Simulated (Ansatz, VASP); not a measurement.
## Be in VASP and in Ansatz

INCAR

```
PREC     = Accurate       # precision mode
ENCUT    = 600            # plane-wave cutoff, eV
EDIFF    = 1E-7           # SCF threshold, eV
ISMEAR   = 0              # smearing method
SIGMA    = 0.1            # smearing width, eV
LREAL    = False          # projectors in reciprocal space
LASPH    = True           # aspherical terms in the spheres
NELM     = 120            # most SCF steps
ALGO     = Normal         # electronic algorithm
ISIF     = 3              # what is computed and relaxed
LWAVE    = False          # write WAVECAR
LCHARG   = False          # write CHGCAR
GGA      = PS             # functional
IBRION   = 2              # ionic algorithm
NSW      = 70             # ionic steps
EDIFFG   = -0.005         # ionic threshold
GGA_COMPAT= False        
NELMIN   = 4
```

KPOINTS

```
regular mesh
0
Gamma
  21 21 12
```

Contents of POSCAR:

```
Be
1.0
    2.2142215394      0.0000000000      0.0000000000
   -1.1071107697      1.9175721027      0.0000000000
    0.0000000000      0.0000000000      3.5000027207
Be
2
Direct
    0.3333333333      0.6666666667      0.2500000000
    0.6666666667      0.3333333333      0.7500000000
```

Input for Ansatz:

```yaml
crystal:
  lattice:
    - [2.2142215394, 0.0, 0.0]
    - [-1.1071107697, 1.9175721027, 0.0]
    - [0.0, 0.0, 3.5000027207]
  atoms:
    - { symbol: Be, position: [0.3333333333, 0.6666666667, 0.25] }
    - { symbol: Be, position: [0.6666666667, 0.3333333333, 0.75] }
basis:
  ecutwfc: 420
kpoints:
  mp_grid: { grid: [21, 21, 12] }
hamiltonian:
  xc: pbesol
scf:
  occupations: { method: gaussian, width: 0.1 }
output:
  forces: true
  stress: true
  eigenvalues: true
relax:
  adjacent_minimum: "off"
  f_tol: 0.005
  max_steps: 50
  cell: { stress_tol: 0.05 }
```

Alike in both runs: task relaxation of cell and atoms; functional PBEsol; k mesh 21 × 21 × 12; occupations gaussian, width 0.1 eV; no spin polarisation.

|  | VASP | Ansatz |
| --- | --- | --- |
| version | VASP 6.6.1 | Ansatz 0.2.0 |
| potentials or method | VASP PAW PBE potentials, release 64 (Be), cutoff 600 eV | scalar-relativistic, plane waves, PAW |
| valence electrons in the cell | 4 | 4 |

|  | VASP | Ansatz | Ansatz less VASP |
| --- | --- | --- | --- |
| gap on the k mesh at the Fermi level, each at its own relaxed structure (eV) | none | none | - |
| relaxed volume (Å³/atom) | 7.86 | 7.83 | -0.025 |
| relaxed cell length with the largest relative difference (Å) | 3.562 | 3.558 | -0.0039 |

VASP's potentials were made for PBE, not for PBEsol. A gap of «none» marks a metal or a gap that the smearing closes.
